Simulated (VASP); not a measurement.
A run of VASP 6.6.1 is set up as follows.

The input INCAR:

```
PREC     = Accurate       # precision mode
ENCUT    = 600            # plane-wave cutoff, eV
EDIFF    = 1E-6           # SCF threshold, eV
ISMEAR   = 0              # smearing method
SIGMA    = 0.01           # smearing width, eV
LREAL    = False          # projectors in reciprocal space
LASPH    = True           # aspherical terms in the spheres
NELM     = 60             # most SCF steps
ALGO     = Normal         # electronic algorithm
ISIF     = 3              # what is computed and relaxed
LWAVE    = False          # write WAVECAR
LCHARG   = False          # write CHGCAR
GGA      = PE             # functional
IBRION   = 2              # ionic algorithm
NSW      = 80             # ionic steps
EDIFFG   = -0.01          # ionic threshold
```

The input KPOINTS:

```
Automatic mesh
0
Gamma
  6 6 6
```

POSCAR

```
GaP
1.0
    0.0000000000      2.7252500000      2.7252500000
    2.7252500000      0.0000000000      2.7252500000
    2.7252500000      2.7252500000      0.0000000000
Ga P
1 1
Direct
    0.0000000000      0.0000000000      0.0000000000
    0.2500000000      0.2500000000      0.2500000000
```

Potentials or basis: VASP PAW PBE potentials, release 64 (Ga_d, P).

Run with:

```bash
$ cat potpaw_PBE.64/Ga_d/POTCAR potpaw_PBE.64/P/POTCAR > POTCAR
$ mpirun -np 1 vasp_std > vasp.out
```

**Question.** What does it give for the space group after relaxing (to 0.05 Å)?

**Answer.** F-43m (No. 216).

**Question.** What does it give for the relaxed volume?

**Answer.** 20.87 Å³/atom.

Step by step:
```tsv
step	energy change (eV)	largest force (eV/Å)	pressure (GPa)	volume (Å³)
1	0.0000	0.0000	2.44	40.48
2	-0.0074	0.0000	-1.07	42.32
3	-0.0094	0.0000	0.05	41.73
```

PBE usually gives volumes a little too large and moduli too small. Zero-point motion and thermal expansion aren't in these numbers.
